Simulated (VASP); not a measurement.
# PtF (Cmmm) in VASP: single point with PBE

Aim: the single point of PtF with PBE.

All numbers are computed with VASP 6.6.1; they aren't measurements. Logs are shortened: lines on timing, memory, paths and dates and some standing lists are left out, and cuts for length are marked.

### 1 The cell of the first run

The structure is orthorhombic, space group Cmmm (No. 65). Conventional cell: a = 5.162 Å, b = 5.785 Å, c = 5.972 Å, α = 90.00°, β = 90.00°, γ = 90.00°. Within 2.9 Å of Pt (site symmetry m2m) lie 2 F at 2.15 Å and 3 Pt at 2.35 to 2.64 Å. Within 2.9 Å of F (site symmetry mm2) lie 2 Pt at 2.15 Å and 1 F at 2.60 Å.

The cell was built from a structure type or drawn by symmetry, and may not be a known phase.

### 2 Single point, PBE

File INCAR:

```
  PREC = Accurate
  ENCUT = 600
  EDIFF = 1E-6
  ISMEAR = 0
  SIGMA = 0.02
  LREAL = F
  LASPH = T
  NELM = 120
  ALGO = Normal
  ISIF = 2
  LWAVE = F
  LCHARG = F
  GGA = PE
  NBANDS = 33
  GGA_COMPAT = F
```

File KPOINTS:

```
Automatic mesh
0
Gamma
  10 10 6
```

File POSCAR:

```
PtF
1.0
    2.5809683051     -2.8923994325      0.0000000000
    2.5809683051      2.8923994325      0.0000000000
    0.0000000000      0.0000000000      5.9724685947
Pt F
2 2
Direct
    0.7972454960      0.2027545040      0.5000000000
    0.2027545040      0.7972454960      0.5000000000
    0.5000000000      0.5000000000      0.2827054952
    0.5000000000      0.5000000000      0.7172945048
```

Potentials or basis: VASP PAW PBE potentials, release 64 (Pt_sv_GW, F).

On the command line:

```
cat potpaw_PBE.64/Pt_sv_GW/POTCAR potpaw_PBE.64/F/POTCAR > POTCAR
mpirun -np 1 vasp_std > vasp.out
```

OUTCAR:

```text
PREC = Accurate
   ENCUT = 600
   EDIFF = 1E-6
   ISMEAR = 0
   LREAL = F
   LASPH = T
   NELM = 120
   ISIF = 2
   GGA = PE

 ion  position               nearest neighbor table
   1  0.797  0.203  0.500-   3 2.15   4 2.15   2 2.35   2 2.64   2 2.64
   2  0.203  0.797  0.500-   3 2.15   4 2.15   1 2.35   1 2.64   1 2.64
   3  0.500  0.500  0.283-   1 2.15   2 2.15
   4  0.500  0.500  0.717-   1 2.15   2 2.15

  LATTYP: Found a base centered orthorhombic cell.
 ALAT       =     5.1619366102
 B/A-ratio  =     1.1206644525
 C/A-ratio  =     1.1570209101

  Lattice vectors:

 A1 = (   2.5809683051,  -2.8923994325,   0.0000000000)
 A2 = (   2.5809683051,   2.8923994325,   0.0000000000)
 A3 = (   0.0000000000,   0.0000000000,   5.9724685947)

Analysis of symmetry for initial positions (statically):
=====================================================================
 Subroutine PRICEL returns:
 Original cell was already a primitive cell.

 Routine SETGRP: Setting up the symmetry group for a
 base centered orthorhombic supercell.

 Subroutine GETGRP returns: Found  8 space group operations
 (whereof  8 operations were pure point group operations)
 out of a pool of  8 trial point group operations.

The static configuration has the point symmetry D_2h.

Analysis of symmetry for dynamics (positions and initial velocities):
=====================================================================
 Subroutine PRICEL returns:
 Original cell was already a primitive cell.

 Routine SETGRP: Setting up the symmetry group for a
 base centered orthorhombic supercell.

 Subroutine GETGRP returns: Found  8 space group operations
 (whereof  8 operations were pure point group operations)
 out of a pool of  8 trial point group operations.

The dynamic configuration has the point symmetry D_2h.

 Subroutine INISYM returns: Found  8 space group operations
 (whereof  8 operations are pure point group operations),
 and found     1 'primitive' translations

----------------------------------------------------------------------------------------

                                     Primitive cell

  volume of cell :      89.1712

  direct lattice vectors                    reciprocal lattice vectors
     2.580968305 -2.892399432  0.000000000     0.193725742 -0.172866857  0.000000000
     2.580968305  2.892399432  0.000000000     0.193725742  0.172866857  0.000000000
     0.000000000  0.000000000  5.972468595     0.000000000  0.000000000  0.167434953

  length of vectors
     3.876515429  3.876515429  5.972468595     0.259639391  0.259639391  0.167434953

  position of ions in fractional coordinates (direct lattice)
     0.797245496  0.202754504  0.500000000
     0.202754504  0.797245496  0.500000000
     0.500000000  0.500000000  0.282705495
     0.500000000  0.500000000  0.717294505

  ion indices of the primitive-cell ions
   primitive index   ion index
                 1           1
                 2           2
                 3           3
                 4           4

----------------------------------------------------------------------------------------

 KPOINTS: Automatic mesh

Automatic generation of k-mesh.
 Grid dimensions read from file:
 generate k-points for:   10   10    6

 Generating k-lattice:

  Cartesian coordinates                     Fractional coordinates (reciprocal lattice)
     0.019372574 -0.017286686  0.000000000     0.100000000  0.000000000  0.000000000
     0.019372574  0.017286686  0.000000000     0.000000000  0.100000000  0.000000000
     0.000000000  0.000000000  0.027905826     0.000000000  0.000000000  0.166666667

  Length of vectors
     0.025963939  0.025963939  0.027905826

  Shift w.r.t. Gamma in fractional coordinates (k-lattice)
     0.000000000  0.000000000  0.000000000

 Subroutine IBZKPT returns following result:
 ===========================================

 Found    124 irreducible k-points:

 Following reciprocal coordinates:
            Coordinates               Weight
  0.000000  0.000000  0.000000      1.000000
  0.100000  0.000000  0.000000      4.000000
  0.200000  0.000000  0.000000      4.000000
  0.300000  0.000000  0.000000      4.000000
  0.400000 -0.000000  0.000000      4.000000
  0.500000 -0.000000  0.000000      2.000000
[... 16 lines left out ...]
  0.300000  0.300000  0.000000      2.000000
  0.400000  0.300000  0.000000      4.000000
 [... further k-points ...]
   k-points           NKPTS =    124   k-points in BZ     NKDIM =    124   number of bands    NBANDS=     33
   number of dos      NEDOS =    301   number of ions     NIONS =      4
   total plane-waves  NPLWV =  49152
   dimension x,y,z NGX =    32 NGY =   32 NGZ =   48
   dimension x,y,z NGXF=    64 NGYF=   64 NGZF=   96
   ions per type =               2   2
   NGX,Y,Z   is equivalent  to a cutoff of  13.72, 13.72, 13.36 a.u.
   NGXF,Y,Z  is equivalent  to a cutoff of  27.45, 27.45, 26.72 a.u.
 SYSTEM =  unknown system
   PREC   = accura    normal or accurate (medium, high low for compatibility)
   ISTART =      0    job   : 0-new  1-cont  2-samecut
   ICHARG =      2    charge: 1-file 2-atom 10-const
   ISPIN  =      1    spin polarized calculation?
   LNONCOLLINEAR =      F non collinear calculations
   LSORBIT =      F    spin-orbit coupling
   LASPH  =      T    aspherical Exc in radial PAW
   ENCUT  =  600.0 eV  44.10 Ry    6.64 a.u.   7.74  7.74 11.93*2*pi/ulx,y,z
   NELM   =    120;   NELMIN=  2; NELMDL= -5     # of ELM steps
   EDIFF  = 0.1E-05   stopping-criterion for ELM
   LREAL  =      F    real-space projection
   EDIFFG = 0.1E-04   stopping-criterion for IOM
   NSW    =      0    number of steps for IOM
   IBRION =     -1    ionic relax: 0-MD 1-quasi-New 2-CG
   NFREE  =      0    steps in history (QN), initial steepest desc. (CG)
   ISIF   =      2    stress and relaxation
   ISYM   =      2    0-nonsym 1-usesym 2-fastsym
   POTIM  = 0.5000    time-step for ionic-motion
   TEBEG  =    0.0;   TEEND  =   0.0 temperature during run
   PSTRESS=    0.0 pullay stress
   NELECT =      50.0000    total number of electrons
   NUPDOWN=      -1.0000    fix difference up-down
   EMIN   =  10.00;   EMAX   =-10.00  energy-range for DOS
   EFERMI =   0.00;   METHOD = LEGACY
   ISMEAR =     0;   SIGMA  =   0.02  broadening in eV -4-tet -1-fermi 0-gaus
   EFERMI_NEDOS =   21; number of points for ismear=-14 and -15
   IALGO  =     38    algorithm
   IMIX   =      4    mixing-type and parameters
     AMIX     =   0.40;   BMIX     =  1.00
     AMIX_MAG =   1.60;   BMIX_MAG =  1.00
  volume/ion in A,a.u.               =      22.29       150.44
  Fermi-wavevector in a.u.,A,eV,Ry     =   1.349967  2.551068 24.795414  1.822412
  Thomas-Fermi vector in A             =   2.477511
   LORBIT       =      0    0 simple, 1 ext, 2 COOP (PROOUT), +10 PAW based schemes
   GGA     = PE    functional components
   LHFCALC =     F    Hartree Fock is set to
   AEXX    =    0.0000 exact exchange contribution
   IVDW    =     0    specifies the selected vdW correction
   LEPSILON=     F    determine dielectric tensor
   LRPA    =     F    only Hartree local field effects (RPA)
 non-spin polarized calculation
 Gauss-broadening in eV      SIGMA  =   0.02
  energy-cutoff  :      600.00
  volume of cell :       89.17
 maximum number of plane-waves:      2996
   NGX = 15   NGY = 15   NGZ = 23

 number of electron      49.9999985 magnetization

 Free energy of the ion-electron system (eV)
  ---------------------------------------------------
  ext. energy  EPLUGINS =         0.00000000
  ---------------------------------------------------
  free energy    TOTEN  =       -16.47113445 eV

  energy without entropy =      -16.47113164  energy(sigma->0) =      -16.47113304

 E-fermi :   0.2696     XC(G=0):  -8.5149

 val. band max:        0.2280728109   @ k =  -0.3000   0.1000   0.5000
 cond. band min:       0.3068691511   @ k =   0.3000   0.3000   0.0000
 fundamental gap:      0.0787963402
 Fermi energy:         0.2695872486

 k-point     1 :       0.0000    0.0000    0.0000
  band No.  band energies     occupation
      1     -98.0613      2.00000
      2     -97.9861      2.00000
      3     -52.9344      2.00000
      4     -52.2904      2.00000
      5     -52.1277      2.00000
      6     -51.8900      2.00000
[... 25 lines left out ...]
     32      12.2926      0.00000
     33      14.5897      0.00000

 k-point     2 :       0.1000    0.0000    0.0000
  band No.  band energies     occupation
      1     -98.0605      2.00000
      2     -97.9870      2.00000
      3     -52.9344      2.00000
      4     -52.2920      2.00000
      5     -52.1193      2.00000
      6     -51.8884      2.00000
[... 25 lines left out ...]
     32      12.6412      0.00000
     33      14.3634      0.00000

 k-point     3 :       0.2000    0.0000    0.0000
  band No.  band energies     occupation
      1     -98.0578      2.00000
      2     -97.9895      2.00000
      3     -52.9346      2.00000
      4     -52.2954      2.00000
      5     -52.0961      2.00000
      6     -51.8838      2.00000
[... 25 lines left out ...]
     32      12.7578      0.00000
     33      13.2322      0.00000

 k-point     4 :       0.3000    0.0000    0.0000
  band No.  band energies     occupation
      1     -98.0544      2.00000
      2     -97.9928      2.00000
      3     -52.9349      2.00000
      4     -52.2988      2.00000
      5     -52.0619      2.00000
      6     -51.8773      2.00000
[... 25 lines left out ...]
     32      12.0246      0.00000
     33      12.1912      0.00000

 k-point     5 :       0.4000   -0.0000    0.0000
  band No.  band energies     occupation
      1     -98.0515      2.00000
      2     -97.9959      2.00000
      3     -52.9351      2.00000
      4     -52.3012      2.00000
      5     -52.0228      2.00000
      6     -51.9081      2.00000
[... 604 lines left out ...]
 k-point    22 :      -0.2000    0.2000    0.0000
  band No.  band energies     occupation
      1     -98.0553      2.00000
      2     -97.9919      2.00000
      3     -52.9313      2.00000
      4     -52.2959      2.00000
      5     -52.1557      2.00000
      6     -51.8791      2.00000
[... 25 lines left out ...]
     32      12.8928      0.00000
     33      13.2830      0.00000

 k-point    23 :       0.3000    0.3000    0.0000
  band No.  band energies     occupation
      1     -98.0469      2.00000
      2     -98.0004      2.00000
      3     -52.9504      2.00000
      4     -52.2838      2.00000
      5     -52.0641      2.00000
      6     -51.8693      2.00000
[... 25 lines left out ...]
     32      10.8137      0.00000
     33      11.9277      0.00000

 k-point    24 :       0.4000    0.3000    0.0000
  band No.  band energies     occupation
      1     -98.0442      2.00000
      2     -98.0030      2.00000
      3     -52.9514      2.00000
      4     -52.2815      2.00000
      5     -52.1173      2.00000
      6     -51.8598      2.00000
[... 25 lines left out ...]
     32      10.2293      0.00000
     33      11.3496      0.00000

 [... further k-points ...]

------------------------ aborting loop because EDIFF is reached ----------------------------------------

  FORCE on cell =-STRESS in cart. coord.  units (eV):
  Direction    XX          YY          ZZ          XY          YZ          ZX
  --------------------------------------------------------------------------------------
  -------------------------------------------------------------------------------------
  Total       -0.2918586     -0.0971681     -0.2207676      0.0000000      0.0000000      0.0000000
  in kB       -5.2439462     -1.7458607     -3.9666242      0.0000000      0.0000000      0.0000000
  external PRESSURE =      -3.6521437 kB  Pullay stress =       0.0000000 kB

 VOLUME and BASIS-vectors are now :
 -----------------------------------------------------------------------------
  energy-cutoff  :      600.00
  volume of cell :       89.17
      direct lattice vectors                 reciprocal lattice vectors
     2.580968305 -2.892399432  0.000000000     0.193725742 -0.172866857  0.000000000
     2.580968305  2.892399432  0.000000000     0.193725742  0.172866857  0.000000000
     0.000000000  0.000000000  5.972468595     0.000000000  0.000000000  0.167434953

 POSITION                                       TOTAL-FORCE (eV/Angst)
 -----------------------------------------------------------------------------------
      2.58097     -1.71951      2.98623         0.000000     -0.009755     -0.000000
      2.58097      1.71951      2.98623         0.000000      0.009755     -0.000000
      2.58097      0.00000      1.68845         0.000000      0.000000     -0.026368
      2.58097      0.00000      4.28402         0.000000      0.000000      0.026368
 -----------------------------------------------------------------------------------
    total drift:                                0.000000     -0.000000      0.000000

  FREE ENERGIE OF THE ION-ELECTRON SYSTEM (eV)
  ---------------------------------------------------
  free  energy   TOTEN  =       -16.4711344510 eV

  energy  without entropy=      -16.4711316372  energy(sigma->0) =      -16.47113304
```

Wall time 4.9 min (1 thread of Intel Xeon Platinum 8259CL at 2.50GHz (Skylake/Cascade Lake), shared host); peak memory 0.49 GiB.

Results:

```yaml
Free_energy: -16.4711 eV
Pressure: -0.4 GPa
Largest_force: 0.026 eV/Å
Band_gap_on_the_k_mesh: 0.08 eV (least direct gap 0.30 eV)
```

Forces on the atoms (eV/Å):
```
Pt   0.000 -0.010  0.000
Pt   0.000  0.010  0.000
F    0.000  0.000 -0.026
F    0.000  0.000  0.026
```

Caveat: spin-orbit coupling is left out, which moves the levels of the heavy elements.
